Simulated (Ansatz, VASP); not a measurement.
## Two plane-wave programs on Al2Cu

```
CELL_PARAMETERS angstrom
-2.99655 3.11641 2.41392
2.99655 -3.11641 2.41392
2.99655 3.11641 -2.41392
ATOMIC_POSITIONS crystal
Al 0.15932 0.65932 0.81864
Al 0.65932 0.84068 0.50000
Al 0.84068 0.34068 0.18136
Al 0.34068 0.15932 0.50000
Cu 0.75000 0.75000 0.00000
Cu 0.25000 0.25000 0.00000
```

Change from the starting cell: strain +0.0400 x Voigt [0, 1, 0, 0, 0, 0], atoms carried along.

Alike in both runs: task single point; functional PBEsol; k mesh 12 × 12 × 12; occupations gaussian, width 0.15 eV; no spin polarisation.

|  | VASP | Ansatz |
| --- | --- | --- |
| version | VASP 6.6.1 | Ansatz 0.2.0 |
| potentials or method | VASP PAW PBE potentials, release 64 (Al, Cu), cutoff 520 eV | scalar-relativistic, plane waves, PAW |
| valence electrons in the cell | 34 | 50 |

|  | VASP | Ansatz | Ansatz less VASP |
| --- | --- | --- | --- |
| gap on the k mesh at the Fermi level (eV) | none | none | - |
| pressure (GPa) | -3.6 | -3.8 | -0.21 |
| traceless stress, the component that is largest in VASP (GPa) | -3.19 | -3.21 | -0.020 |
| rms of the force components (eV/Å) | 0.059 | 0.058 | -0.0015 |

VASP's potentials were made for PBE, not for PBEsol. Atom by atom the forces differ by 0.002 eV/Å (rms over components). A gap of «none» marks a metal or a gap that the smearing closes. VASP's potentials hold 34 valence electrons a cell and Ansatz's 50, so a difference there can come from the potentials and not from the codes.
